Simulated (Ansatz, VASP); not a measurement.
Two plane-wave programs on SiO2

Contents of INCAR:

```
  PREC = Accurate
  ENCUT = 520
  EDIFF = 1E-6
  ISMEAR = 0
  SIGMA = 0.05
  LREAL = False
  LASPH = True
  NELM = 100
  ALGO = Normal
  ISIF = 2
  LWAVE = False
  LCHARG = False
  GGA = PE
  NBANDS = 25
```

File KPOINTS:

```
regular mesh
0
Gamma
  6 6 6
```

The input POSCAR:

```
SiO2
1.0
   -2.5133692696      2.5133692696      3.6893906705
    2.5133692696     -2.5133692696      3.6893906705
    2.5133692696      2.5133692696     -3.6893906705
Si O
2 4
Direct
    0.0000000000      0.0000000000      0.0000000000
    0.7500000000      0.2500000000      0.5000000000
    1.0117718934      0.6250000000      0.8867718934
    0.3750000000      0.2617718934      0.3867718934
    0.7382281066      0.1250000000      0.1132281066
    0.8750000000     -0.0117718934      0.6132281066
```

Input for Ansatz:

```yaml
crystal:
  lattice:
    - [-2.5133692696, 2.5133692696, 3.6893906705]
    - [2.5133692696, -2.5133692696, 3.6893906705]
    - [2.5133692696, 2.5133692696, -3.6893906705]
  atoms:
    - { symbol: Si, position: [0.0, 0.0, 0.0] }
    - { symbol: Si, position: [0.75, 0.25, 0.5] }
    - { symbol: O, position: [1.0117718934, 0.625, 0.8867718934] }
    - { symbol: O, position: [0.375, 0.2617718934, 0.3867718934] }
    - { symbol: O, position: [0.7382281066, 0.125, 0.1132281066] }
    - { symbol: O, position: [0.875, -0.0117718934, 0.6132281066] }
basis:
  ecutwfc: 420
kpoints:
  mp_grid: { grid: [6, 6, 6] }
hamiltonian:
  xc: pbe
scf:
  occupations: { method: gaussian, width: 0.05 }
output:
  forces: true
  stress: true
  eigenvalues: true
  write_density: true
  write_potential: true
  elf: true
  volumetric_format: npy
```

Change from the starting cell: mode 6 (300.7 1/cm) frozen in, largest displacement -0.225 Å.

Alike in both runs: task single point; functional PBE; k mesh 6 × 6 × 6; occupations gaussian, width 0.05 eV; no spin polarisation.

|  | VASP | Ansatz |
| --- | --- | --- |
| version | VASP 6.6.1 | Ansatz 0.2.0 |
| potentials or method | VASP PAW PBE potentials, release 64 (Si, O), cutoff 520 eV | scalar-relativistic, plane waves, PAW |
| valence electrons in the cell | 32 | 32 |

VASP gave:

| Quantity | Value |
| --- | --- |
| gap on the k mesh at the Fermi level (eV) | 5.13 |
| least direct gap on the mesh (eV) | 5.13 |
| pressure (GPa) | -15.0 |
| traceless stress, the component that is largest in VASP (GPa) | 2.50 |
| rms of the force components (eV/Å) | 0.764 |

Question: Which values does Ansatz return?

Answer: gap on the k mesh at the Fermi level (eV): 5.15; least direct gap on the mesh (eV): 5.15; pressure (GPa): -15.0; traceless stress, the component that is largest in VASP (GPa): 2.49; rms of the force components (eV/Å): 0.765.

Atom by atom the forces differ by 0.000 eV/Å (rms over components). With one functional, cell and mesh, what is left measures potentials, basis and numerics.
